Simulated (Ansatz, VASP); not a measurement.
# Two plane-wave programs on Sb2Au

```
CELL_PARAMETERS angstrom
0.00000 3.28302 3.28302
3.28302 0.00000 3.28302
3.28302 3.28302 0.00000
ATOMIC_POSITIONS crystal
Sb 0.25000 0.25000 0.25000
Sb 0.75000 0.75000 0.75000
Au 0.00000 0.00000 0.00000
```

Change from the starting cell: volume scaled by 0.96, PAW files.

Alike in both runs: task electric field gradients; functional LDA; k mesh 9 × 9 × 9; occupations fermi-dirac, width 0.08 eV; no spin polarisation.

|  | VASP | Ansatz |
| --- | --- | --- |
| version | VASP 6.6.1 | Ansatz 0.2.0 |
| potentials or method | VASP PAW LDA potentials, release 64 (Sb, Au) | PAW with Ansatz's default frozen-core files, scalar-relativistic |
| plane-wave cutoff (eV) | 520 | 420 |
| valence electrons in the cell | 21 | 49 |

VASP gave:

- pressure (GPa): 7.8

Q: Estimate Ansatz's values.

A: Pressure (GPa): 7.6.

LDA's correlation is that of Perdew and Zunger in VASP and of Perdew and Wang (1992) in Ansatz. VASP's potentials hold 21 valence electrons a cell and Ansatz's 49, so a difference there can come from the potentials and not from the codes.

Neither program's run includes spin-orbit coupling.
